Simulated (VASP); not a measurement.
# Fe (Im-3m) in VASP: a series of runs, part 2 of 2

VASP 6.6.1.

### Step 3. Single point, LDA, collinear spin, ferromagnetic start

INCAR

```
PREC     = Accurate       # precision mode
ENCUT    = 520            # plane-wave cutoff, eV
EDIFF    = 1E-7           # SCF threshold, eV
ISMEAR   = -1             # smearing method
SIGMA    = 0.05           # smearing width, eV
LREAL    = False          # projectors in reciprocal space
LASPH    = True           # aspherical terms in the spheres
NELM     = 150            # most SCF steps
ALGO     = Normal         # electronic algorithm
ISIF     = 2              # what is computed and relaxed
LWAVE    = False          # write WAVECAR
LCHARG   = False          # write CHGCAR
ISPIN    = 2              # spin polarisation
MAGMOM   = 1.988          # initial moments
LORBIT   = 11             # projections on sites
LMAXMIX  = 4              # l up to which the mixer works
NBANDS   = 14             # bands
```

KPOINTS

```
regular mesh
0
Gamma
  4 4 4
```

POSCAR

```
Fe
1.0
   -1.3745984210      1.3745984210      1.3745984210
    1.3745984210     -1.3745984210      1.3745984210
    1.3745984210      1.3745984210     -1.3745984210
Fe
1
Direct
    0.0000000000      0.0000000000      0.0000000000
```

Potentials or basis: VASP PAW LDA potentials, release 64 (Fe).

Command:

```console
cat potpaw_LDA.64/Fe/POTCAR > POTCAR
mpirun -np 1 vasp_std > vasp.out
```

OUTCAR:

```text
PREC = Accurate
   ENCUT = 520
   EDIFF = 1E-7
   ISMEAR = -1
   LREAL = False
   LASPH = True
   NELM = 150
   ISIF = 2
   ISPIN = 2
   LORBIT = 11

 ion  position               nearest neighbor table
   1  0.000  0.000  0.000-

  LATTYP: Found a body centered cubic cell.
 ALAT       =     2.7491968420

  Lattice vectors:

 A1 = (  -1.3745984210,   1.3745984210,   1.3745984210)
 A2 = (   1.3745984210,  -1.3745984210,   1.3745984210)
 A3 = (   1.3745984210,   1.3745984210,  -1.3745984210)

Analysis of symmetry for initial positions (statically):
=====================================================================
 Subroutine PRICEL returns:
 Original cell was already a primitive cell.

 Routine SETGRP: Setting up the symmetry group for a
 body centered cubic supercell.

 Subroutine GETGRP returns: Found 48 space group operations
 (whereof 48 operations were pure point group operations)
 out of a pool of 48 trial point group operations.

The static configuration has the point symmetry O_h .

Analysis of symmetry for dynamics (positions and initial velocities):
=====================================================================
 Subroutine PRICEL returns:
 Original cell was already a primitive cell.

 Routine SETGRP: Setting up the symmetry group for a
 body centered cubic supercell.

 Subroutine GETGRP returns: Found 48 space group operations
 (whereof 48 operations were pure point group operations)
 out of a pool of 48 trial point group operations.

The dynamic configuration has the point symmetry O_h .

Analysis of structural, dynamic, and magnetic symmetry:
=====================================================================
 Subroutine PRICEL returns:
 Original cell was already a primitive cell.

 Routine SETGRP: Setting up the symmetry group for a
 body centered cubic supercell.

 Subroutine GETGRP returns: Found 48 space group operations
 (whereof 48 operations were pure point group operations)
 out of a pool of 48 trial point group operations.

The overall configuration has the point symmetry O_h .

 Subroutine INISYM returns: Found 48 space group operations
 (whereof 48 operations are pure point group operations),
 and found     1 'primitive' translations

----------------------------------------------------------------------------------------

                                     Primitive cell

  volume of cell :      10.3893

  direct lattice vectors                    reciprocal lattice vectors
    -1.374598421  1.374598421  1.374598421     0.000000000  0.363742597  0.363742597
     1.374598421 -1.374598421  1.374598421     0.363742597  0.000000000  0.363742597
     1.374598421  1.374598421 -1.374598421     0.363742597  0.363742597  0.000000000

  length of vectors
     2.380874305  2.380874305  2.380874305     0.514409714  0.514409714  0.514409714

  position of ions in fractional coordinates (direct lattice)
     0.000000000  0.000000000  0.000000000

  ion indices of the primitive-cell ions
   primitive index   ion index
                 1           1

----------------------------------------------------------------------------------------

 KPOINTS: regular mesh

Automatic generation of k-mesh.
 Grid dimensions read from file:
 generate k-points for:    4    4    4

 Generating k-lattice:

  Cartesian coordinates                     Fractional coordinates (reciprocal lattice)
[... 57 lines left out ...]
   EFERMI =   0.00;   METHOD = LEGACY
   ISMEAR =    -1;   SIGMA  =   0.05  broadening in eV -4-tet -1-fermi 0-gaus
   EFERMI_NEDOS =   21; number of points for ismear=-14 and -15
   IALGO  =     38    algorithm
   IMIX   =      4    mixing-type and parameters
     AMIX     =   0.40;   BMIX     =  1.00
     AMIX_MAG =   1.60;   BMIX_MAG =  1.00
  volume/ion in A,a.u.               =      10.39        70.11
  Fermi-wavevector in a.u.,A,eV,Ry     =   1.500522  2.835575 30.634413  2.251566
  Thomas-Fermi vector in A             =   2.612011
   LORBIT       =     11    0 simple, 1 ext, 2 COOP (PROOUT), +10 PAW based schemes
   GGA     = CA    functional components
   LHFCALC =     F    Hartree Fock is set to
   AEXX    =    0.0000 exact exchange contribution
   IVDW    =     0    specifies the selected vdW correction
   LEPSILON=     F    determine dielectric tensor
   LRPA    =     F    only Hartree local field effects (RPA)
 spin polarized calculation
  energy-cutoff  :      520.00
  volume of cell :       10.39
 maximum number of plane-waves:       321
 NGX is ok and might be reduce to    18
   NGX =  9   NGY =  9   NGZ =  9

 number of electron       7.9999992 magnetization       1.8048617

 Free energy of the ion-electron system (eV)
  ---------------------------------------------------
  ext. energy  EPLUGINS =         0.00000000
  ---------------------------------------------------
  free energy    TOTEN  =        -9.26421242 eV

  energy without entropy =       -9.25419746  energy(sigma->0) =       -9.25920494

 E-fermi :   7.0283     XC(G=0): -13.9179

 val. band max:        7.0256596697   @ k =   0.5000   0.5000   0.2500
 cond. band min:       7.0749879956   @ k =   0.5000   0.0000   0.0000
 fundamental gap:      0.0493283259
 Fermi energy:         7.0282810463

 spin component 1

 k-point     1 :       0.0000    0.0000    0.0000
  band No.  band energies     occupation
      1      -2.3873      1.00000
      2       4.4010      1.00000
      3       4.4010      1.00000
      4       4.4010      1.00000
      5       5.9146      1.00000
      6       5.9146      1.00000
      7      32.3849      0.00000
      8      32.3849      0.00000
      9      32.3849      0.00000
     10      38.1456      0.00000
     11      38.1456      0.00000
     12      40.9168      0.00000
     13      40.9168      0.00000
     14      40.9168      0.00000
[... 104 lines left out ...]
  band No.  band energies     occupation
      1       1.4264      1.00000
      2       1.4264      1.00000
      3       7.2448      0.01300
      4       7.2448      0.01300
      5       7.2448      0.01300
      6      17.1374      0.00000
      7      17.1374      0.00000
      8      17.1374      0.00000
      9      23.3665      0.00000
     10      23.3665      0.00000
     11      29.4884      0.00000
     12      47.7394      0.00000
     13      55.5922      0.00000
     14      55.5922      0.00000
 Fermi energy:         7.0282810463

 spin component 2

 k-point     1 :       0.0000    0.0000    0.0000
  band No.  band energies     occupation
      1      -2.0081      1.00000
      2       5.7973      1.00000
      3       5.7973      1.00000
      4       5.7973      1.00000
      5       7.9063      0.00000
      6       7.9063      0.00000
      7      32.5833      0.00000
      8      32.5833      0.00000
      9      32.5833      0.00000
     10      38.6516      0.00000
     11      38.6516      0.00000
     12      41.6263      0.00000
     13      41.6263      0.00000
     14      41.6263      0.00000
[... 105 lines left out ...]
      1       2.7984      1.00000
      2       2.7984      1.00000
      3       8.8392      0.00000
      4       8.8392      0.00000
      5       8.8392      0.00000
      6      17.5739      0.00000
      7      17.5739      0.00000
      8      17.5739      0.00000
      9      24.4781      0.00000
     10      24.4781      0.00000
     11      30.2950      0.00000
     12      48.1241      0.00000
     13      56.6687      0.00000
     14      56.6687      0.00000

------------------------ aborting loop because EDIFF is reached ----------------------------------------

  FORCE on cell =-STRESS in cart. coord.  units (eV):
  Direction    XX          YY          ZZ          XY          YZ          ZX
  --------------------------------------------------------------------------------------
  -------------------------------------------------------------------------------------
  Total       -0.3183450     -0.3183450     -0.3183450      0.0000000     -0.0000000     -0.0000000
  in kB      -49.0931719    -49.0931719    -49.0931719      0.0000000     -0.0000000     -0.0000000
  external PRESSURE =     -49.0931719 kB  Pullay stress =       0.0000000 kB

 VOLUME and BASIS-vectors are now :
 -----------------------------------------------------------------------------
  energy-cutoff  :      520.00
  volume of cell :       10.39
      direct lattice vectors                 reciprocal lattice vectors
    -1.374598421  1.374598421  1.374598421     0.000000000  0.363742597  0.363742597
     1.374598421 -1.374598421  1.374598421     0.363742597  0.000000000  0.363742597
     1.374598421  1.374598421 -1.374598421     0.363742597  0.363742597  0.000000000

 POSITION                                       TOTAL-FORCE (eV/Angst)
 -----------------------------------------------------------------------------------
      0.00000      0.00000      0.00000         0.000000      0.000000     -0.000000
 -----------------------------------------------------------------------------------
    total drift:                                0.000000     -0.000000      0.000000

  FREE ENERGIE OF THE ION-ELECTRON SYSTEM (eV)
  ---------------------------------------------------
  free  energy   TOTEN  =        -9.2642124197 eV

  energy  without entropy=       -9.2541974592  energy(sigma->0) =       -9.25920494

 total charge

# of ion       s       p       d       tot
------------------------------------------
    1        0.530   0.578   6.380   7.488

 magnetization (x)

# of ion       s       p       d       tot
------------------------------------------
    1       -0.009  -0.011   1.789   1.770
```

It took 6.5 s on 1 thread of AMD EPYC 7R43 (Zen 3), shared host; peak memory 0.08 GiB.

Results:

```yaml
Free_energy: -9.2642 eV
Pressure: -4.9 GPa
Net_moment: 1.80 μB per cell
Site_moments: Fe +1.77 μB
Valence_electrons_inside_the_program's_atomic_spheres: Fe 7.49
```

Caveat: the k points lie up to 0.81 Å⁻¹ apart.

### Step 4. Single point, LDA, collinear spin, ferromagnetic start

INCAR

```
SYSTEM = Fe
ALGO = Normal
EDIFF = 1E-7
ENCUT = 520
ISIF = 2
ISMEAR = -1
ISPIN = 2
LASPH = .TRUE.
LCHARG = .FALSE.
LMAXMIX = 4
LORBIT = 11
LREAL = .FALSE.
LWAVE = .FALSE.
MAGMOM = 1.988
NBANDS = 14
NELM = 150
PREC = Accurate
SIGMA = 0.05
```

KPOINTS

```
k-points
0
G
  6 6 6
  0 0 0
```

POSCAR is that of step 3.

Command:

```console
cat potpaw_LDA.64/Fe/POTCAR > POTCAR
mpirun -np 1 vasp_std > vasp.out
```

Run time: 7.8 s. Hardware: 1 thread of AMD EPYC 7R43 (Zen 3), shared host; peak memory 0.08 GiB.

It converged, with:

```
Free energy                                           : -9.2518 eV
Pressure                                              : 1.7 GPa
Net moment                                            : 2.10 μB per cell
Site moments                                          : Fe +2.06 μB
Valence electrons inside the program's atomic spheres : Fe 7.48
```

Levels at points of the mesh, in eV from the Fermi level:
Spin up:
```
           k point  band 2  band 3  band 4  band 5  band 6  band 7  band 8  band 9
(0.00, 0.00, 0.00)   -2.46   -2.46   -2.46   -0.88   -0.88   25.71   25.71   25.71
(0.50, 0.00, 0.00)   -3.73   -0.85   -0.64    0.39    0.68    8.21   18.99   21.48
(0.50, 0.50, 0.50)   -5.33    0.36    0.36    0.36   10.43   10.43   10.43   16.65
```
Spin down:
| k point | band 1 | band 2 | band 3 | band 4 | band 5 | band 6 | band 7 |
| --- | --- | --- | --- | --- | --- | --- | --- |
| (0.00, 0.00, 0.00) | -8.67 | -0.73 | -0.73 | -0.73 | 1.31 | 1.31 | 25.91 |
| (0.50, 0.00, 0.00) | -4.24 | -2.16 | 0.80 | 1.24 | 1.60 | 2.69 | 9.53 |
| (0.50, 0.50, 0.50) | -3.83 | -3.83 | 2.34 | 2.34 | 2.34 | 10.93 | 10.93 |

Caveat: the k points lie up to 0.54 Å⁻¹ apart.

### Step 5. Single point, LDA, collinear spin, ferromagnetic start

INCAR

```
PREC = Accurate ; ENCUT = 520
EDIFF = 1E-7 ; ISMEAR = -1
SIGMA = 0.05 ; LREAL = F
LASPH = T ; NELM = 150
ALGO = Normal ; ISIF = 2
LWAVE = F ; LCHARG = F
ISPIN = 2 ; MAGMOM = 1.988
LORBIT = 11 ; LMAXMIX = 4
NBANDS = 14
```

KPOINTS

```
Automatic mesh
0
Gamma
  8 8 8
```

POSCAR is that of step 4.

Potentials or basis: VASP PAW LDA potentials, release 64 (Fe).

Command:

```console
cat potpaw_LDA.64/Fe/POTCAR > POTCAR
mpirun -np 1 vasp_std > vasp.out
```

OUTCAR:

```text
PREC = Accurate
   ENCUT = 520
   EDIFF = 1E-7
   ISMEAR = -1
   LREAL = F
   LASPH = T
   NELM = 150
   ISIF = 2
   ISPIN = 2
   LORBIT = 11

 ion  position               nearest neighbor table
   1  0.000  0.000  0.000-

  LATTYP: Found a body centered cubic cell.
 ALAT       =     2.7491968420

  Lattice vectors:

 A1 = (  -1.3745984210,   1.3745984210,   1.3745984210)
 A2 = (   1.3745984210,  -1.3745984210,   1.3745984210)
 A3 = (   1.3745984210,   1.3745984210,  -1.3745984210)

Analysis of symmetry for initial positions (statically):
=====================================================================
 Subroutine PRICEL returns:
 Original cell was already a primitive cell.

 Routine SETGRP: Setting up the symmetry group for a
 body centered cubic supercell.

 Subroutine GETGRP returns: Found 48 space group operations
 (whereof 48 operations were pure point group operations)
 out of a pool of 48 trial point group operations.

The static configuration has the point symmetry O_h .

Analysis of symmetry for dynamics (positions and initial velocities):
=====================================================================
 Subroutine PRICEL returns:
 Original cell was already a primitive cell.

 Routine SETGRP: Setting up the symmetry group for a
 body centered cubic supercell.

 Subroutine GETGRP returns: Found 48 space group operations
 (whereof 48 operations were pure point group operations)
 out of a pool of 48 trial point group operations.

The dynamic configuration has the point symmetry O_h .

Analysis of structural, dynamic, and magnetic symmetry:
=====================================================================
 Subroutine PRICEL returns:
 Original cell was already a primitive cell.

 Routine SETGRP: Setting up the symmetry group for a
 body centered cubic supercell.

 Subroutine GETGRP returns: Found 48 space group operations
 (whereof 48 operations were pure point group operations)
 out of a pool of 48 trial point group operations.

The overall configuration has the point symmetry O_h .

 Subroutine INISYM returns: Found 48 space group operations
[... 151 lines left out ...]

 k-point     1 :       0.0000    0.0000    0.0000
  band No.  band energies     occupation
      1      -2.3728      1.00000
      2       4.2435      1.00000
      3       4.2435      1.00000
      4       4.2435      1.00000
      5       5.7935      1.00000
      6       5.7935      1.00000
      7      32.4182      0.00000
      8      32.4182      0.00000
      9      32.4182      0.00000
     10      38.1716      0.00000
     11      38.1716      0.00000
     12      40.8663      0.00000
     13      40.8663      0.00000
     14      40.8663      0.00000
[... 379 lines left out ...]
      3       4.7587      1.00000
      4       5.2713      1.00000
      5       6.6190      0.95832
      6       9.3836      0.00000
      7      19.3446      0.00000
      8      22.3774      0.00000
      9      25.0792      0.00000
     10      28.7526      0.00000
     11      39.2507      0.00000
     12      40.8777      0.00000
     13      44.2264      0.00000
     14      48.8739      0.00000

 [... further k-points ...]

 spin component 2

 k-point     1 :       0.0000    0.0000    0.0000
  band No.  band energies     occupation
      1      -2.0158      1.00000
      2       5.8045      1.00000
      3       5.8045      1.00000
      4       5.8046      1.00000
      5       7.8722      0.00000
      6       7.8723      0.00000
      7      32.5756      0.00000
      8      32.5756      0.00000
      9      32.5756      0.00000
     10      38.6324      0.00000
     11      38.6324      0.00000
     12      41.6260      0.00000
     13      41.6260      0.00000
     14      41.6260      0.00000
[... 379 lines left out ...]
      3       6.2825      0.99995
      4       6.8743      0.12223
      5       8.3585      0.00000
      6      10.6708      0.00000
      7      20.1848      0.00000
      8      23.0499      0.00000
      9      25.8479      0.00000
     10      29.3387      0.00000
     11      39.9542      0.00000
     12      41.4459      0.00000
     13      44.7984      0.00000
     14      49.4186      0.00000

 [... further k-points ...]
[... 5 lines left out ...]
  --------------------------------------------------------------------------------------
  -------------------------------------------------------------------------------------
  Total       -0.0545007     -0.0545007     -0.0545007      0.0000000     -0.0000000     -0.0000000
  in kB       -8.4047542     -8.4047542     -8.4047542      0.0000000     -0.0000000     -0.0000000
  external PRESSURE =      -8.4047542 kB  Pullay stress =       0.0000000 kB

 VOLUME and BASIS-vectors are now :
 -----------------------------------------------------------------------------
  energy-cutoff  :      520.00
  volume of cell :       10.39
      direct lattice vectors                 reciprocal lattice vectors
    -1.374598421  1.374598421  1.374598421     0.000000000  0.363742597  0.363742597
     1.374598421 -1.374598421  1.374598421     0.363742597  0.000000000  0.363742597
     1.374598421  1.374598421 -1.374598421     0.363742597  0.363742597  0.000000000

 POSITION                                       TOTAL-FORCE (eV/Angst)
 -----------------------------------------------------------------------------------
      0.00000      0.00000      0.00000         0.000000      0.000000     -0.000000
 -----------------------------------------------------------------------------------
    total drift:                                0.000000     -0.000000      0.000000

  FREE ENERGIE OF THE ION-ELECTRON SYSTEM (eV)
  ---------------------------------------------------
  free  energy   TOTEN  =        -9.2210719899 eV

  energy  without entropy=       -9.2091146144  energy(sigma->0) =       -9.21509330

 total charge

# of ion       s       p       d       tot
------------------------------------------
    1        0.526   0.615   6.338   7.480

 magnetization (x)

# of ion       s       p       d       tot
------------------------------------------
    1       -0.011  -0.038   1.942   1.893
```

It took 11 s on 1 thread of AMD EPYC 7R43 (Zen 3), shared host; peak memory 0.08 GiB.

Results:

```
Free energy                                           : -9.2211 eV
Pressure                                              : -0.8 GPa
Net moment                                            : 1.92 μB per cell
Site moments                                          : Fe +1.89 μB
Valence electrons inside the program's atomic spheres : Fe 7.48
```

Caveat: the k points lie up to 0.40 Å⁻¹ apart.

### Step 6. The runs side by side

```tsv
k mesh	gap on the mesh (eV)	pressure (GPa)	moment (μB)
3 × 3 × 3	none	14.0	2.38
4 × 4 × 4	none	-4.9	1.80
6 × 6 × 6	none	1.7	2.10
8 × 8 × 8	none	-0.8	1.92
```

Alike in all rows: task single point; level LDA; potentials or basis VASP PAW LDA potentials, release 64 (Fe); spin collinear, ferromagnetic start; cell as given; cutoff (eV) 520; smearing fermi-dirac 0.05 eV.

Caveats: all runs use coarse meshes.

Absolute energies hang on the potentials; compare differences alone.
